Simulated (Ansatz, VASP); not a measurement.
**Two plane-wave programs on Yb**

INCAR

```
PREC = Accurate
ENCUT = 520
EDIFF = 1E-7
ISMEAR = -1
SIGMA = 0.05
LREAL = F
LASPH = T
NELM = 150
ALGO = Normal
ISIF = 2
LWAVE = F
LCHARG = F
ISPIN = 2
MAGMOM = 2
LORBIT = 11
NUPDOWN = 2.0
LMAXMIX = 6
GGA = PS
NBANDS = 22
```

KPOINTS

```
Automatic mesh
0
Gamma
  7 7 7
```

Contents of POSCAR:

```
Yb
1.0
   -2.1514830000      2.1514830000      2.1514830000
    2.1514830000     -2.1514830000      2.1514830000
    2.1514830000      2.1514830000     -2.1514830000
Yb
1
Direct
    0.0000000000      0.0000000000      0.0000000000
```

File input.yaml:

```yaml
crystal:
  lattice:
    - [-2.151483, 2.151483, 2.151483]
    - [2.151483, -2.151483, 2.151483]
    - [2.151483, 2.151483, -2.151483]
  atoms:
    - { symbol: Yb, position: [0.0, 0.0, 0.0], spin: 2.0 }
hamiltonian:
  xc: pbesol
  pseudopotentials: { kind: paw }
magnetization:
  spin_polarized: true
  initial_magnetization: 2.0
  spin_locking: { lock_magnetization: hard }
kpoints:
  mp_grid: { grid: [7, 7, 7] }
scf:
  occupations: { method: fermi_dirac, width: 0.05 }
  lower_state_search: "off"
output:
  forces: true
  stress: true
  eigenvalues: true
```

Alike in both runs: task single point; functional PBEsol; k mesh 7 × 7 × 7; occupations fermi-dirac, width 0.05 eV; collinear spin; fixed moment 2 μB.

```csv
,VASP,Ansatz
version,VASP 6.6.1,Ansatz 0.2.0
potentials or method,"VASP PAW PBE potentials, release 64 (Yb)",Ansatz PAW
plane-wave cutoff (eV),520,420
valence electrons in the cell,24,24
```

VASP gave:

```
pressure (GPa)                                                : -3.5
net moment per atom (μB)                                      : 2.00
size of the moment on the site where the two differ most (μB) : 0.89
```

**Question.** What did Ansatz give for the same quantities?

**Answer.** Pressure (GPa): -3.3; net moment per atom (μB): 2.00; size of the moment on the site where the two differ most (μB): 1.19.

VASP's potentials were made for PBE, not for PBEsol. Site moments also hang on the region over which each program counts them.

Neither program's run includes spin-orbit coupling.
